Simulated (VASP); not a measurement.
# Ge (I4_1/amd) in VASP: further runs

Runs on Ge. Level: PBE. Tasks: single point.

Everything below comes from runs of VASP 6.6.1. Logs are shortened: lines on timing, memory, paths and dates and some standing lists are left out, and cuts for length are marked.

### Step 1. The cell of the first run

The structure is tetragonal, space group I4_1/amd (No. 141). The conventional cell has a = 4.001 Å, b = 4.001 Å, c = 5.545 Å, α = 90.00°, β = 90.00°, γ = 90.00°. Ge (site symmetry -4m2) has 4 Ge at 2.43 Å within 3.2 Å.

### Step 2. Single point, PBE

The input, INCAR:

```
SYSTEM = Ge
ALGO = Normal
EDIFF = 1E-7
ENCUT = 520
GGA = PE
ISIF = 2
ISMEAR = -1
LASPH = .True.
LCHARG = .True.
LELF = .True.
LREAL = .False.
LVHAR = .True.
LWAVE = .False.
NBANDS = 21
NELM = 60
PREC = Accurate
SIGMA = 0.05
```

The input, KPOINTS:

```
k-points
0
Gamma
  7 7 7
  0 0 0
```

The input, POSCAR:

```
Ge
1.0
    0.0000000000      2.8289100000      2.7723318000
    2.8289100000      0.0000000000      2.7723318000
    2.8289100000      2.8289100000      0.0000000000
Ge
2
Direct
    0.7500000000      0.7500000000      0.7500000000
    0.5000000000      0.5000000000      0.5000000000
```

Potentials or basis: VASP PAW PBE potentials, release 64 (Ge_d).

Run with:

```bash
> cat potpaw_PBE.64/Ge_d/POTCAR > POTCAR
> mpirun -np 1 vasp_std > vasp.out
```

OUTCAR:

```text
SYSTEM = Ge
   EDIFF = 1E-7
   ENCUT = 520
   GGA = PE
   ISIF = 2
   ISMEAR = -1
   LASPH = .True.
   LREAL = .False.
   NELM = 60
   PREC = Accurate

 ion  position               nearest neighbor table
   1  0.750  0.750  0.750-   2 2.43   2 2.43   2 2.43   2 2.43
   2  0.500  0.500  0.500-   1 2.43   1 2.43   1 2.43   1 2.43

  LATTYP: Found a body centered tetragonal cell.
 ALAT       =     4.0006828887
 C/A-ratio  =     1.3859292911

  Lattice vectors:

 A1 = (   0.0000000000,  -2.8289100000,  -2.7723318000)
 A2 = (   0.0000000000,   2.8289100000,  -2.7723318000)
 A3 = (   2.8289100000,   0.0000000000,   2.7723318000)

Analysis of symmetry for initial positions (statically):
=====================================================================
 Subroutine PRICEL returns:
 Original cell was already a primitive cell.

 Routine SETGRP: Setting up the symmetry group for a
 body centered tetragonal supercell.

 Subroutine GETGRP returns: Found 16 space group operations
 (whereof  8 operations were pure point group operations)
 out of a pool of 16 trial point group operations.

The static configuration has the point symmetry D_2d.
 The point group associated with its full space group is D_4h.

Analysis of symmetry for dynamics (positions and initial velocities):
=====================================================================
 Subroutine PRICEL returns:
 Original cell was already a primitive cell.

 Routine SETGRP: Setting up the symmetry group for a
 body centered tetragonal supercell.

 Subroutine GETGRP returns: Found 16 space group operations
 (whereof  8 operations were pure point group operations)
 out of a pool of 16 trial point group operations.

The dynamic configuration has the point symmetry D_2d.
 The point group associated with its full space group is D_4h.

 Subroutine INISYM returns: Found 16 space group operations
 (whereof  8 operations are pure point group operations),
 and found     1 'primitive' translations

----------------------------------------------------------------------------------------

                                     Primitive cell

  volume of cell :      44.3725

  direct lattice vectors                    reciprocal lattice vectors
     0.000000000  2.828910000  2.772331800    -0.176746521  0.176746521  0.180353593
     2.828910000  0.000000000  2.772331800     0.176746521 -0.176746521  0.180353593
     2.828910000  2.828910000  0.000000000     0.176746521  0.176746521 -0.180353593

  length of vectors
     3.960878109  3.960878109  4.000682889     0.308230569  0.308230569  0.308230569

  position of ions in fractional coordinates (direct lattice)
     0.750000000  0.750000000  0.750000000
     0.500000000  0.500000000  0.500000000

  ion indices of the primitive-cell ions
   primitive index   ion index
                 1           1
                 2           2

----------------------------------------------------------------------------------------

 KPOINTS: k-points

Automatic generation of k-mesh.
 Grid dimensions read from file:
 generate k-points for:    7    7    7

 Generating k-lattice:

  Cartesian coordinates                     Fractional coordinates (reciprocal lattice)
    -0.025249503  0.025249503  0.025764799     0.142857143  0.000000000  0.000000000
     0.025249503 -0.025249503  0.025764799     0.000000000  0.142857143  0.000000000
     0.025249503  0.025249503 -0.025764799     0.000000000  0.000000000  0.142857143

  Length of vectors
     0.044032938  0.044032938  0.044032938

  Shift w.r.t. Gamma in fractional coordinates (k-lattice)
     0.000000000  0.000000000  0.000000000

 Subroutine IBZKPT returns following result:
 ===========================================

 Found     40 irreducible k-points:

 Following reciprocal coordinates:
            Coordinates               Weight
  0.000000  0.000000  0.000000      1.000000
  0.142857  0.000000  0.000000      8.000000
  0.285714 -0.000000  0.000000      8.000000
  0.428571  0.000000  0.000000      8.000000
  0.142857  0.142857  0.000000      2.000000
  0.285714  0.142857  0.000000      8.000000
[... 16 lines left out ...]
  0.428571  0.285714  0.142857      8.000000
 -0.428571  0.285714  0.142857     16.000000
 [... further k-points ...]
   k-points           NKPTS =     40   k-points in BZ     NKDIM =     40   number of bands    NBANDS=     21
   number of dos      NEDOS =    301   number of ions     NIONS =      2
   total plane-waves  NPLWV =  27000
   dimension x,y,z NGX =    30 NGY =   30 NGZ =   30
   dimension x,y,z NGXF=    60 NGYF=   60 NGZF=   60
   ions per type =               2
   NGX,Y,Z   is equivalent  to a cutoff of  12.59, 12.59, 12.47 a.u.
   NGXF,Y,Z  is equivalent  to a cutoff of  25.18, 25.18, 24.93 a.u.
 SYSTEM =  Ge
   PREC   = accura    normal or accurate (medium, high low for compatibility)
   ISTART =      0    job   : 0-new  1-cont  2-samecut
   ICHARG =      2    charge: 1-file 2-atom 10-const
   ISPIN  =      1    spin polarized calculation?
   LNONCOLLINEAR =      F non collinear calculations
   LSORBIT =      F    spin-orbit coupling
   LASPH  =      T    aspherical Exc in radial PAW
   ENCUT  =  520.0 eV  38.22 Ry    6.18 a.u.   7.36  7.36  7.44*2*pi/ulx,y,z
   NELM   =     60;   NELMIN=  2; NELMDL= -5     # of ELM steps
   EDIFF  = 0.1E-06   stopping-criterion for ELM
   LREAL  =      F    real-space projection
   EDIFFG = 0.1E-05   stopping-criterion for IOM
   NSW    =      0    number of steps for IOM
   IBRION =     -1    ionic relax: 0-MD 1-quasi-New 2-CG
   NFREE  =      0    steps in history (QN), initial steepest desc. (CG)
   ISIF   =      2    stress and relaxation
   ISYM   =      2    0-nonsym 1-usesym 2-fastsym
   POTIM  = 0.5000    time-step for ionic-motion
   TEBEG  =    0.0;   TEEND  =   0.0 temperature during run
   PSTRESS=    0.0 pullay stress
   NELECT =      28.0000    total number of electrons
   NUPDOWN=      -1.0000    fix difference up-down
   EMIN   =  10.00;   EMAX   =-10.00  energy-range for DOS
   EFERMI =   0.00;   METHOD = LEGACY
   ISMEAR =    -1;   SIGMA  =   0.05  broadening in eV -4-tet -1-fermi 0-gaus
   EFERMI_NEDOS =   21; number of points for ismear=-14 and -15
   IALGO  =     38    algorithm
   IMIX   =      4    mixing-type and parameters
     AMIX     =   0.40;   BMIX     =  1.00
     AMIX_MAG =   1.60;   BMIX_MAG =  1.00
  volume/ion in A,a.u.               =      22.19       149.72
  Fermi-wavevector in a.u.,A,eV,Ry     =   1.404181  2.653517 26.826929  1.971724
  Thomas-Fermi vector in A             =   2.526768
   LORBIT       =      0    0 simple, 1 ext, 2 COOP (PROOUT), +10 PAW based schemes
   GGA     = PE    functional components
   LHFCALC =     F    Hartree Fock is set to
   AEXX    =    0.0000 exact exchange contribution
   IVDW    =     0    specifies the selected vdW correction
   LEPSILON=     F    determine dielectric tensor
   LRPA    =     F    only Hartree local field effects (RPA)
 non-spin polarized calculation
  energy-cutoff  :      520.00
  volume of cell :       44.37
 maximum number of plane-waves:      1235
 NGX is ok and might be reduce to    30
   NGX = 15   NGY = 15   NGZ = 15

 number of electron      28.0000024 magnetization

 Free energy of the ion-electron system (eV)
  ---------------------------------------------------
  ext. energy  EPLUGINS =         0.00000000
  ---------------------------------------------------
  free energy    TOTEN  =        -8.96156557 eV

  energy without entropy =       -8.96076980  energy(sigma->0) =       -8.96116769

 E-fermi :   5.3194     XC(G=0): -10.0183

 val. band max:        5.2994589896   @ k =   0.0000   0.0000   0.0000
 cond. band min:       5.4133069757   @ k =   0.0000   0.0000   0.0000
 fundamental gap:      0.1138479861
 Fermi energy:         5.3193726800

 k-point     1 :       0.0000    0.0000    0.0000
  band No.  band energies     occupation
      1     -19.6525      2.00000
      2     -19.6473      2.00000
      3     -19.6473      2.00000
      4     -19.6124      2.00000
      5     -19.6103      2.00000
      6     -19.3929      2.00000
[... 13 lines left out ...]
     20      14.5270      0.00000
     21      14.9200      0.00000

 k-point     2 :       0.1429    0.0000    0.0000
  band No.  band energies     occupation
      1     -19.6613      2.00000
      2     -19.6576      2.00000
      3     -19.6456      2.00000
      4     -19.5971      2.00000
      5     -19.5958      2.00000
      6     -19.4057      2.00000
[... 13 lines left out ...]
     20      13.5650      0.00000
     21      13.8104      0.00000

 k-point     3 :       0.2857   -0.0000    0.0000
  band No.  band energies     occupation
      1     -19.6726      2.00000
      2     -19.6678      2.00000
      3     -19.6382      2.00000
      4     -19.5773      2.00000
      5     -19.5766      2.00000
      6     -19.4214      2.00000
[... 13 lines left out ...]
     20      13.7495      0.00000
     21      13.8081      0.00000

 k-point     4 :       0.4286    0.0000    0.0000
  band No.  band energies     occupation
      1     -19.6772      2.00000
      2     -19.6713      2.00000
      3     -19.6319      2.00000
      4     -19.5681      2.00000
      5     -19.5679      2.00000
      6     -19.4277      2.00000
[... 13 lines left out ...]
     20      15.5654      0.00000
     21      15.6880      0.00000

 k-point     5 :       0.1429    0.1429    0.0000
  band No.  band energies     occupation
      1     -19.6585      2.00000
      2     -19.6543      2.00000
      3     -19.6543      2.00000
      4     -19.5998      2.00000
      5     -19.5822      2.00000
      6     -19.4288      2.00000
[... 13 lines left out ...]
     20      13.2870      0.00000
     21      14.8876      0.00000

 k-point     6 :       0.2857    0.1429    0.0000
  band No.  band energies     occupation
      1     -19.6747      2.00000
      2     -19.6635      2.00000
      3     -19.6412      2.00000
      4     -19.5817      2.00000
      5     -19.5591      2.00000
      6     -19.4529      2.00000
[... 13 lines left out ...]
     20      14.6201      0.00000
     21      14.9875      0.00000

 k-point     7 :       0.4286    0.1429    0.0000
  band No.  band energies     occupation
      1     -19.6878      2.00000
      2     -19.6714      2.00000
      3     -19.6211      2.00000
      4     -19.5635      2.00000
      5     -19.5501      2.00000
      6     -19.4574      2.00000
[... 13 lines left out ...]
     20      15.8239      0.00000
     21      16.5258      0.00000
[... 291 lines left out ...]
      1     -19.6888      2.00000
      2     -19.6808      2.00000
      3     -19.6123      2.00000
      4     -19.5567      2.00000
      5     -19.5510      2.00000
      6     -19.4481      2.00000
[... 13 lines left out ...]
     20      15.1736      0.00000
     21      15.4388      0.00000

 k-point    21 :      -0.2857    0.0000    0.1429
  band No.  band energies     occupation
      1     -19.6818      2.00000
      2     -19.6792      2.00000
      3     -19.6188      2.00000
      4     -19.5738      2.00000
      5     -19.5522      2.00000
      6     -19.4463      2.00000
[... 13 lines left out ...]
     20      14.3686      0.00000
     21      16.7372      0.00000

 k-point    22 :      -0.1429    0.0000    0.1429
  band No.  band energies     occupation
      1     -19.6736      2.00000
      2     -19.6638      2.00000
      3     -19.6381      2.00000
      4     -19.5889      2.00000
      5     -19.5725      2.00000
      6     -19.4303      2.00000
[... 13 lines left out ...]
     20      14.1508      0.00000
     21      14.1878      0.00000

 k-point    23 :       0.4286    0.2857    0.1429
  band No.  band energies     occupation
      1     -19.6820      2.00000
      2     -19.6802      2.00000
      3     -19.6194      2.00000
      4     -19.5645      2.00000
      5     -19.5342      2.00000
      6     -19.4781      2.00000
[... 13 lines left out ...]
     20      15.8197      0.00000
     21      16.6414      0.00000

 k-point    24 :      -0.4286    0.2857    0.1429
  band No.  band energies     occupation
      1     -19.6966      2.00000
      2     -19.6852      2.00000
      3     -19.5945      2.00000
      4     -19.5446      2.00000
      5     -19.5234      2.00000
      6     -19.4832      2.00000
[... 13 lines left out ...]
     20      15.8507      0.00000
     21      17.0387      0.00000

 [... further k-points ...]

------------------------ aborting loop because EDIFF is reached ----------------------------------------

  FORCE on cell =-STRESS in cart. coord.  units (eV):
  Direction    XX          YY          ZZ          XY          YZ          ZX
  --------------------------------------------------------------------------------------
  -------------------------------------------------------------------------------------
  Total        1.2892717      1.2892717      1.6715866      0.0000000      0.0000000     -0.0000000
  in kB       46.5523449     46.5523449     60.3567719      0.0000000      0.0000000     -0.0000000
  external PRESSURE =      51.1538206 kB  Pullay stress =       0.0000000 kB

 VOLUME and BASIS-vectors are now :
 -----------------------------------------------------------------------------
  energy-cutoff  :      520.00
  volume of cell :       44.37
      direct lattice vectors                 reciprocal lattice vectors
     0.000000000  2.828910000  2.772331800    -0.176746521  0.176746521  0.180353593
     2.828910000  0.000000000  2.772331800     0.176746521 -0.176746521  0.180353593
     2.828910000  2.828910000  0.000000000     0.176746521  0.176746521 -0.180353593

 POSITION                                       TOTAL-FORCE (eV/Angst)
 -----------------------------------------------------------------------------------
      4.24336      4.24336      4.15850        -0.000000     -0.000000      0.000000
      2.82891      2.82891      2.77233         0.000000      0.000000      0.000000
 -----------------------------------------------------------------------------------
    total drift:                                0.000000     -0.000000     -0.000000

  FREE ENERGIE OF THE ION-ELECTRON SYSTEM (eV)
  ---------------------------------------------------
  free  energy   TOTEN  =        -8.9615655679 eV

  energy  without entropy=       -8.9607698046  energy(sigma->0) =       -8.96116769
```

Run time: 23 s. Hardware: 1 thread of Intel Xeon 6975P-C (Granite Rapids), shared host; peak memory 0.17 GiB.

What came out:

```
Free energy            : -8.9616 eV
Pressure               : 5.1 GPa
Band gap on the k mesh : 0.11 eV, direct
```

Levels at points of the mesh, in eV from the valence-band top:
| k point | band 12 | band 13 | band 14 | band 15 | band 16 | band 17 |
| --- | --- | --- | --- | --- | --- | --- |
| (0.00, 0.00, 0.00) | -0.16 | -0.16 | 0.00 | 0.11 | 2.39 | 2.49 |

A k mesh can miss the band edges.

### Step 3. Single point, PBE

This run uses another cell than the first one, of 22.41 Å³/atom, 1.010 times its volume.

The input, INCAR:

```
SYSTEM = Ge
PREC = Accurate
ENCUT = 520
EDIFF = 1E-6
ISMEAR = -1
SIGMA = 0.05
LREAL = .False.
LASPH = .True.
NELM = 80
ALGO = Normal
ISIF = 2
LWAVE = .False.
LCHARG = .False.
GGA = PE
NBANDS = 21
```

The input, KPOINTS:

```
Automatic mesh
0
Gamma
  7 7 7
  0 0 0
```

The input, POSCAR:

```
Ge
1.0
    0.0000000000      2.8289100000      2.8006209000
    2.8289100000      0.0000000000      2.8006209000
    2.8289100000      2.8289100000      0.0000000000
Ge
2
Direct
    0.7500000000      0.7500000000      0.7500000000
    0.5000000000      0.5000000000      0.5000000000
```

Potentials or basis: VASP PAW PBE potentials, release 64 (Ge_d).

Run with:

```bash
> cat potpaw_PBE.64/Ge_d/POTCAR > POTCAR
> mpirun -np 1 vasp_std > vasp.out
```

It took 16 s on 1 thread of Intel Xeon 6975P-C (Granite Rapids), shared host; peak memory 0.17 GiB.

The run converged. Its results:

```
Free energy            : -8.9769 eV
Pressure               : 4.3 GPa
Band gap on the k mesh : 0.07 eV, direct
```

Stress tensor (GPa, compression positive):
```
4.07 0.00 0.00
0.00 4.07 0.00
0.00 0.00 4.76
```

Levels at points of the mesh, in eV from the valence-band top:
```
           k point  band 10  band 11  band 12  band 13  band 14  band 15  band 16  band 17  band 18  band 19
(0.00, 0.00, 0.00)   -24.61   -12.90    -0.08    -0.08     0.00     0.07     2.47     2.52     2.52     6.40
```

A k mesh can miss the band edges.
